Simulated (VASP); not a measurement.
A run of VASP 6.6.1 is set up as follows.

File INCAR:

```
SYSTEM = SnO
  PREC = Accurate
  ENCUT = 520
  EDIFF = 1E-6
  ISMEAR = 0
  SIGMA = 0.05
  LREAL = .False.
  LASPH = .True.
  NELM = 60
  ALGO = Normal
  ISIF = 2
  LWAVE = .False.
  LCHARG = .False.
  LDIPOL = .True.
  IDIPOL = 3
  DIPOL = 0.5 0.5 0.401
  GGA = PE
  IVDW = 12
  NBANDS = 50
```

Contents of KPOINTS:

```
regular mesh
0
Gamma
  7 7 1
  0 0 0
```

POSCAR

```
SnO
1.0
    3.8201631401      0.0000000000      0.0000000000
    0.0000000000      3.8201631401      0.0000000000
    0.0000000000      0.0000000000     22.2260824966
Sn O
4 4
Direct
    0.7500000000      0.2500000000      0.2024648294
    0.2500000000      0.7500000000      0.3087832167
    0.6250000000      1.1250000000      0.4932511724
    0.1250000000      1.6250000000      0.5995695597
    0.2500000000      0.2500000000      0.2556240230
    0.7500000000      0.7500000000      0.2556240230
    0.1250000000      1.1250000000      0.5464103660
    0.6250000000      1.6250000000      0.5464103660
```

Potentials or basis: VASP PAW PBE potentials, release 64 (Sn_d, O).

Run with:

```sh
$ cat potpaw_PBE.64/Sn_d/POTCAR potpaw_PBE.64/O/POTCAR > POTCAR
$ mpirun -np 1 vasp_std > vasp.out
```

Task: Predict the band gap on the k mesh.

Result: 2.54 eV (least direct gap 2.56 eV).

Task: What does it give for the largest force?

Result: 0.176 eV/Å.

Forces in eV/Å, atoms in the order of the input:
```
Sn  -0.002 -0.002 -0.078
Sn  -0.010 -0.010  0.175
Sn   0.010  0.010 -0.175
Sn   0.002  0.002  0.078
O    0.005 -0.014  0.013
O   -0.014  0.005  0.013
O    0.014 -0.005 -0.013
O   -0.005  0.014 -0.013
```

Caveat: the cell differs from its parent crystal (layers slid over each other); spin-orbit coupling is left out, which moves the levels of the heavy elements.
